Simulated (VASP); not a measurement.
# SiC (R3m) in VASP: further runs, part 3 of 3

VASP 6.6.1.

## (6) Single point, PBEsol

File INCAR:

```
SYSTEM = SiC
ALGO = Normal
EDIFF = 1E-6
ENCUT = 520
GGA = PS
ISIF = 2
ISMEAR = 0
LASPH = .True.
LCHARG = .True.
LELF = .True.
LREAL = .False.
LVHAR = .True.
LWAVE = .False.
NBANDS = 11
NELM = 80
PREC = Accurate
SIGMA = 0.05
```

File KPOINTS:

```
k-points
0
Gamma
  12 12 12
  0 0 0
```

File POSCAR:

```
SiC
1.0
    0.0000000000      2.1771511653      2.1771511653
    2.1771511653      0.0000000000      2.1771511653
    2.0923874133      2.0923874133      0.0847637520
Si C
1 1
Direct
    0.0000000000      0.0000000000      0.0000000000
    0.7500000000      0.7500000000      0.7500000000
```

Potentials or basis: VASP PAW PBE potentials, release 64 (Si, C).

Launch:

```
cat potpaw_PBE.64/Si/POTCAR potpaw_PBE.64/C/POTCAR > POTCAR
mpirun -np 1 vasp_std > vasp.out
```

OUTCAR:

```text
SYSTEM = SiC
   EDIFF = 1E-6
   ENCUT = 520
   GGA = PS
   ISIF = 2
   ISMEAR = 0
   LASPH = .True.
   LREAL = .False.
   NELM = 80
   PREC = Accurate

 ion  position               nearest neighbor table
   1  0.000  0.000  0.000-   2 1.78   2 1.87   2 1.87   2 1.87
   2  0.750  0.750  0.750-   1 1.78   1 1.87   1 1.87   1 1.87

  LATTYP: Found a trigonal (rhomboedric) cell.
 ALAT       =     2.9602964494
 COS(alpha) =     0.4591127303

  Lattice vectors:

 A1 = (   2.0923874133,  -0.0847637520,  -2.0923874133)
 A2 = (  -0.0847637520,   2.0923874133,  -2.0923874133)
 A3 = (   2.0923874133,   2.0923874133,   0.0847637520)

Analysis of symmetry for initial positions (statically):
=====================================================================
 Subroutine PRICEL returns:
 Original cell was already a primitive cell.

 Routine SETGRP: Setting up the symmetry group for a
 trigonal (rhombohedral) supercell.

 Subroutine GETGRP returns: Found  6 space group operations
 (whereof  6 operations were pure point group operations)
 out of a pool of 12 trial point group operations.

The static configuration has the point symmetry C_3v.

Analysis of symmetry for dynamics (positions and initial velocities):
[... 165 lines left out ...]

 k-point     1 :       0.0000    0.0000    0.0000
  band No.  band energies     occupation
      1      -7.1591      2.00000
      2       8.6530      2.00000
      3       8.6530      2.00000
      4       8.9964      2.00000
      5      15.1353      0.00000
      6      15.9907      0.00000
      7      15.9907      0.00000
      8      18.0809      0.00000
      9      23.6491      0.00000
     10      23.6491      0.00000
     11      25.9960      0.00000
[... 309 lines left out ...]
 k-point    24 :      -0.4167    0.1667   -0.0000
  band No.  band energies     occupation
      1      -3.1558      2.00000
      2       0.3715      2.00000
      3       5.6304      2.00000
      4       7.4294      2.00000
      5      14.2957      0.00000
      6      16.9359      0.00000
      7      18.1007      0.00000
      8      20.2432      0.00000
      9      23.4446      0.00000
     10      25.1699      0.00000
     11      27.5232      0.00000

 [... further k-points ...]
[... 5 lines left out ...]
  --------------------------------------------------------------------------------------
  -------------------------------------------------------------------------------------
  Total        2.0833371      2.0833371      2.0833371      1.6515097     -1.6515097     -1.6515097
  in kB      171.7544242    171.7544242    171.7544242    136.1537245   -136.1537245   -136.1537245
  external PRESSURE =     171.7544242 kB  Pullay stress =       0.0000000 kB

 VOLUME and BASIS-vectors are now :
 -----------------------------------------------------------------------------
  energy-cutoff  :      520.00
  volume of cell :       19.43
      direct lattice vectors                 reciprocal lattice vectors
     0.000000000  2.177151165  2.177151165    -0.234405871  0.224909962  0.234405871
     2.177151165  0.000000000  2.177151165     0.224909962 -0.234405871  0.234405871
     2.092387413  2.092387413  0.084763752     0.243901780  0.243901780 -0.243901780

 POSITION                                       TOTAL-FORCE (eV/Angst)
 -----------------------------------------------------------------------------------
      0.00000      0.00000      0.00000        -0.614870     -0.614870      0.614870
      3.20215      3.20215      3.32930         0.614870      0.614870     -0.614870
 -----------------------------------------------------------------------------------
    total drift:                                0.000017      0.000017     -0.000017

  FREE ENERGIE OF THE ION-ELECTRON SYSTEM (eV)
  ---------------------------------------------------
  free  energy   TOTEN  =       -15.7571128759 eV

  energy  without entropy=      -15.7571128759  energy(sigma->0) =      -15.75711288
```

stdout:

```text
POSCAR found type information on POSCAR SiC
 POSCAR found :  2 types and       2 ions
 scaLAPACK will be used
 -----------------------------------------------------------------------------
|                                                                             |
|                                                                             |
|     You enforced a specific xc type in the INCAR file but a different       |
|     I HOPE YOU KNOW WHAT YOU ARE DOING!                                     |
|                                                                             |
 -----------------------------------------------------------------------------

 LDA part: xc-table for (Slater+PW92), standard interpolation
 POSCAR, INCAR and KPOINTS ok, starting setup
 FFT: planning ... GRIDC
 FFT: planning ... GRID_SOFT
 FFT: planning ... GRID
 WAVECAR not read
 entering main loop
```

It used 20 s of CPU time on 1 thread of Intel Xeon 6975P-C, on a shared host.

Results:

```
Free energy            : -15.7571 eV
Pressure               : 17.2 GPa
Largest force          : 1.065 eV/Å
Band gap on the k mesh : 0.89 eV, indirect (least direct gap 4.07 eV)
```

Forces on the atoms (eV/Å):
```
Si  -0.615 -0.615  0.615
C    0.615  0.615 -0.615
```

Levels at points of the mesh, in eV from the valence-band top:
```tsv
k point	band 2	band 3	band 4	band 5	band 6	band 7
(0.00, 0.00, 0.00)	-0.34	-0.34	0.00	6.14	6.99	6.99
(0.50, 0.00, 0.00)	-9.22	-1.19	-1.12	5.93	6.92	7.89
(0.50, 0.50, 0.00)	-8.25	-3.89	-3.18	0.89	4.30	14.05
(0.00, 0.00, 0.50)	-9.02	-1.66	-1.66	4.85	6.64	6.64
```

Caveat: the PAW data sets were made with another functional, which shifts forces and pressure a little. A k mesh can miss the band edges.

## (7) Summary

```tsv
cell	gap on the mesh (eV)	pressure (GPa)	largest force (eV/Å)
a = 3.058, b = 3.058, c = 2.979 Å, angles 59.1, 59.1, 60.0°, 2 atoms	0.99	16.4	0.66
a = 2.978, b = 2.978, c = 3.059 Å, angles 60.9, 60.9, 60.0°, 2 atoms	1.05	16.4	0.48
a = 3.038, b = 3.038, c = 2.998 Å, angles 59.6, 59.6, 60.0°, 2 atoms	1.08	16.0	0.30
a = 2.998, b = 2.998, c = 3.038 Å, angles 60.4, 60.4, 60.0°, 2 atoms	1.12	16.0	0.26
a = 3.079, b = 3.079, c = 2.960 Å, angles 58.7, 58.7, 60.0°, 2 atoms	0.89	17.2	1.06
```

Alike in all rows: task single point; level PBEsol; potentials or basis VASP PAW PBE potentials, release 64 (Si, C); no spin polarisation; k mesh 12 × 12 × 12; cutoff (eV) 520; smearing gaussian 0.05 eV.

Caveats: the PAW data sets were made with another functional, which shifts forces and pressure a little.

Absolute energies hang on the potentials; compare differences alone.
